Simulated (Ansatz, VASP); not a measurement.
**Cd3S2: VASP beside Ansatz**

```
Cd S
1.0
     5.14321    0.00000    0.00000
     0.00000    5.14321    0.00000
     0.00000    0.00000    5.14321
Cd S
3 2
Direct
  0.00000 0.50000 0.50000
  0.50000 0.00000 0.50000
  0.50000 0.50000 0.00000
  0.00000 0.00000 0.00000
  0.50000 0.50000 0.50000
```

Alike in both runs: functional PBE; k mesh 4 × 4 × 4; occupations gaussian, width 0.1 eV; no spin polarisation.

Ansatz relaxed the structure, and its values are those at the end. VASP's run is a single point on that final structure, the one shown.

|  | VASP | Ansatz |
| --- | --- | --- |
| version | VASP 6.6.1 | Ansatz 0.2.0 |
| potentials or method | VASP PAW PBE potentials, release 64 (Cd, S), cutoff 520 eV | scalar-relativistic, plane waves, PAW |
| valence electrons in the cell | 48 | 72 |

VASP gave:

| Item | Value |
| --- | --- |
| gap on the k mesh at the Fermi level (eV) | none |
| pressure (GPa) | 0.1 |

Task: Estimate Ansatz's values.

Result: gap on the k mesh at the Fermi level (eV): none; pressure (GPa): -0.2.

A gap of «none» marks a metal or a gap that the smearing closes. The functional is the same, so the differences come from potentials, cutoffs and numerics. VASP's potentials hold 48 valence electrons a cell and Ansatz's 72, so a difference there can come from the potentials and not from the codes.
